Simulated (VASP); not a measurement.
Crystal: Co.

```
Co
1.0
    -2.12011    2.12004    1.21278
     2.12004   -2.12011    1.21278
     2.12040    2.12040   -1.21290
Co
2
Direct
  0.99999 0.00001 0.00000
  0.75001 0.24999 0.50000
```

Base run:

```yaml
Program: VASP 6.6.1
Functional: r2SCAN
Potentials_or_basis: VASP PAW PBE potentials, release 64 (Co)
Cutoff: 520 eV
k_mesh: 15 × 15 × 10
Occupations: fermi-dirac, width 0.1 eV
Spin: no spin polarisation
```

Its results: band gap on the k mesh zero (bands 9 and 10 overlap by 1.37 eV); pressure 0.1 GPa.

Problem. The run is repeated on the same cell with these changes: k mesh from 15 × 15 × 10 to 17 × 17 × 12; further incar settings from ALGO = Normal; EDIFF = 1e-07; NBANDS = 16; ISYM = 0 to ALGO = Normal; EDIFF = 1e-06; NBANDS = 16. What comes out?

Solution. Band gap on the k mesh zero (bands 9 and 10 overlap by 1.41 eV); pressure 0.5 GPa.

Caveats: the PAW data sets were made with another functional, which shifts forces and pressure a little; the run has no spin polarisation, though such a crystal can be magnetic.
